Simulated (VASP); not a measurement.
Input of a VASP 6.6.1 run:

File INCAR:

```
SYSTEM = C
  PREC = Accurate
  ENCUT = 520
  EDIFF = 1E-7
  ISMEAR = 0
  SIGMA = 0.05
  LREAL = .False.
  LASPH = .True.
  NELM = 80
  ALGO = Normal
  ISIF = 2
  LWAVE = .False.
  LCHARG = .False.
  GGA = PE
  IVDW = 12
  NBANDS = 31
```

Contents of KPOINTS:

```
Automatic mesh
0
Gamma
  7 11 3
  0 0 0
```

POSCAR

```
C
1.0
    0.0000000000      1.4231666446     -3.3613878322
   -2.4649969361      0.0000000000      0.0000000000
    3.0812461702     13.2647257873      2.0879689483
C
10
Direct
    0.1063220358      0.4172350640      0.6537880512
    0.7314400836      0.6628394864      0.0502715891
    0.8251605717      0.3514383808      0.2011507046
   -0.0811189403      1.0400372752      0.3520298201
    0.0126015478      0.7286361696      0.5029089357
    0.7622804044      0.2257594080      0.1006075264
   -0.1439991075      0.9143583024      0.2514866419
   -0.0502786195      0.6029571968      0.4023657575
    0.0434418686      1.2915560912      0.5532448730
    0.1371623566      0.9801549856      0.7041239885
```

Potentials or basis: VASP PAW PBE potentials, release 64 (C).

Command:

```console
$ cat potpaw_PBE.64/C/POTCAR > POTCAR
$ mpirun -np 1 vasp_std > vasp.out
```

Q: What does it give for the pressure?

A: -0.1 GPa.

Q: What does it give for the largest force?

A: 2.585 eV/Å.

Q: What does it give for the dispersion energy per atom?

A: -0.134 eV.

Stress tensor (GPa, compression positive):
```
 0.25  0.01  0.01
 0.01 -0.03 -0.21
 0.01 -0.21 -0.44
```

Caveat: forces of over 1 eV/Å act on the atoms, so gaps and moduli don't describe the material at rest.
